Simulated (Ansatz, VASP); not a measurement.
## HfB2 in VASP and in Ansatz

File INCAR:

```
PREC = Accurate
ENCUT = 520
EDIFF = 1E-7
ISMEAR = -1
SIGMA = 0.05
LREAL = False
LASPH = True
NELM = 60
ALGO = Normal
ISIF = 2
LWAVE = False
LCHARG = False
GGA = PE
NBANDS = 15
```

The input KPOINTS:

```
regular mesh
0
Gamma
  13 13 11
```

File POSCAR:

```
HfB2
1.0
    3.1294983495      0.0000000000      0.0000000000
   -1.5647491748      2.7102250717      0.0000000000
    0.0000000000      0.0000000000      3.4683611171
Hf B
1 2
Direct
    0.0000000000      0.0000000000      0.0000000000
    0.3333333333      0.6666666667      0.5000000000
    0.6666666667      0.3333333333      0.5000000000
```

Input for Ansatz:

```yaml
crystal:
  lattice:
    - [3.1294983495, 0.0, 0.0]
    - [-1.5647491748, 2.7102250717, 0.0]
    - [0.0, 0.0, 3.4683611171]
  atoms:
    - { symbol: Hf, position: [0.0, 0.0, 0.0] }
    - { symbol: B, position: [0.3333333333, 0.6666666667, 0.5] }
    - { symbol: B, position: [0.6666666667, 0.3333333333, 0.5] }
kpoints:
  mp_grid: { grid: [13, 13, 11] }
  band_path:
    path:
      - [0.0, 0.0, 0.0]
      - [0.5, 0.0, 0.0]
      - [0.3333333333, 0.3333333333, 0.0]
      - [0.0, 0.0, 0.0]
      - [0.0, 0.0, 0.5]
      - [0.5, 0.0, 0.5]
      - [0.3333333333, 0.3333333333, 0.5]
      - [0.0, 0.0, 0.5]
      - [0.5, 0.0, 0.5]
    npoints: 5
scf:
  occupations: { method: fermi_dirac, width: 0.05 }
hamiltonian:
  xc: pbe
  pseudopotentials: { kind: all_electron, lapw: { basis_error: 0.0005 } }
output:
  forces: true
  stress: true
  eigenvalues: true
```

Change from the starting cell: volume scaled by 0.99.

Alike in both runs: task single point; functional PBE; k mesh 13 × 13 × 11; occupations fermi-dirac, width 0.05 eV; no spin polarisation.

```csv
,VASP,Ansatz
version,VASP 6.6.1,Ansatz 0.2.0
potentials or method,"VASP PAW PBE potentials, release 64 (Hf_pv, B), cutoff 520 eV","all-electron LAPW, scalar-relativistic"
```

```tsv
	VASP	Ansatz	Ansatz less VASP
pressure (GPa)	3.6	4.0	+0.43
traceless stress, the component that is largest in VASP (GPa)	0.00	-0.16	-0.158
```

Ansatz ran all-electron here, and VASP with PAW potentials.

Spin-orbit coupling is off throughout.
